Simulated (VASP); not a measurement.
Runs of VASP 6.6.1 on SnO2. The structure is that of space group I4_1/amd (No. 141), or close to it. The cells are those of the table. 

```csv
task,level,cell,cutoff (eV),gap on the mesh (eV),pressure (GPa),relaxed volume (Å³/atom),largest force (eV/Å)
relaxation of cell and atoms,PBEsol+D3(BJ),"relaxed from a = 5.853 Å, angles 140.0, 140.0, 57.8°, 6 atoms",600,(c),-0.1,13.60,0.01
relaxation of cell and atoms,BLYP+D3(BJ),"relaxed from a = 5.853 Å, angles 140.0, 140.0, 57.8°, 6 atoms",600,(b),0.0,(a),-
single point,PBEsol+D3(BJ),"a = 5.824 Å, angles 139.9, 139.9, 58.1°, 6 atoms",520,1.66,0.6,-,0.03
single point,PBEsol,"a = 5.856 Å, angles 139.9, 139.9, 57.9°, 6 atoms",520,1.54,0.6,-,0.03
relaxation of cell and atoms,PBEsol,"relaxed from a = 5.853 Å, angles 140.0, 140.0, 57.8°, 6 atoms",600,1.52,0.0,13.77,0.01
single point,BLYP+D3(BJ),"a = 5.910 Å, angles 140.0, 140.0, 57.8°, 6 atoms",520,1.38,0.8,-,0.04
```

Alike in all rows: potentials or basis VASP PAW PBE potentials, release 64 (Sn_d, O); no spin polarisation; k mesh 6 × 6 × 6; smearing methfessel-paxton 0.02 eV.

Task: Fill in the values left out.

Result: (a) 14.13; (b) 1.34; (c) 1.63.

Caveats: the PAW data sets were made with another functional, which shifts forces and pressure a little; spin-orbit coupling is left out, which moves the levels of the heavy elements.

A k mesh can miss the band edges, and the runs leave out spin-orbit coupling on Sn.
